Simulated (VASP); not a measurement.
Set up this calculation in VASP 6.6.1, as the native input.

```yaml
Task: single point
Functional: PBEsol
Dispersion: D3(BJ)
Potentials_or_basis: VASP PAW PBE potentials, release 64 (W_sv, S)
Cutoff: 520 eV
k_mesh: 12 × 12 × 4
Occupations: gaussian, width 0.02 eV
Spin: no spin polarisation
Dipole_correction: no
Further_INCAR_settings: ALGO = Normal; EDIFF = 1e-07; NBANDS = 35
```

The structure of WS2 lies in POSCAR:

```
WS2
1.0
    3.1147089379      0.0000000000      0.0000000000
   -1.5573544689      2.6974170656      0.0000000000
    0.0000000000      0.0000000000     12.1298009175
W S
2 4
Direct
    0.3333333333      0.6666666667      0.7496487163
    0.6666666667      0.3333333333      0.2503512837
    0.3333333333      0.6666666667      0.1203649434
    0.6666666667      0.3333333333      0.6196633418
    0.3333333333      0.6666666667      0.3803366582
    0.6666666667      0.3333333333      0.8796350566
```

This cell differs from its parent crystal: strain along c alone, the other axes held: +3.0 %, then relaxed in part.

The input as run:

INCAR

```
ALGO = Normal
EDIFF = 1E-7
ENCUT = 520
GGA = PS
ISIF = 2
ISMEAR = 0
IVDW = 12
LASPH = True
LCHARG = False
LREAL = False
LWAVE = False
NBANDS = 35
NELM = 100
PREC = Accurate
SIGMA = 0.02
```

KPOINTS

```
k-points
0
Gamma
  12 12 4
```

Potentials or basis: VASP PAW PBE potentials, release 64 (W_sv, S).

The run is started by

```console
$ cat potpaw_PBE.64/W_sv/POTCAR potpaw_PBE.64/S/POTCAR > POTCAR
$ mpirun -np 1 vasp_std > vasp.out
```

It gave:

* Pressure: -0.8 GPa
* Largest force: 0.026 eV/Å
* Band gap on the k mesh: 0.86 eV (least direct gap 1.97 eV)
* Dispersion energy per atom: -0.403 eV

Caveat: the cell differs from its parent crystal (strain along c alone, the other axes held: +3.0 %, then relaxed in part); the PAW data sets were made with another functional, which shifts forces and pressure a little; spin-orbit coupling is left out, which moves the levels of the heavy elements.

Wall time 4.7 min on 1 thread of Intel Xeon 8259CL (shared host), peak memory 0.36 GiB.
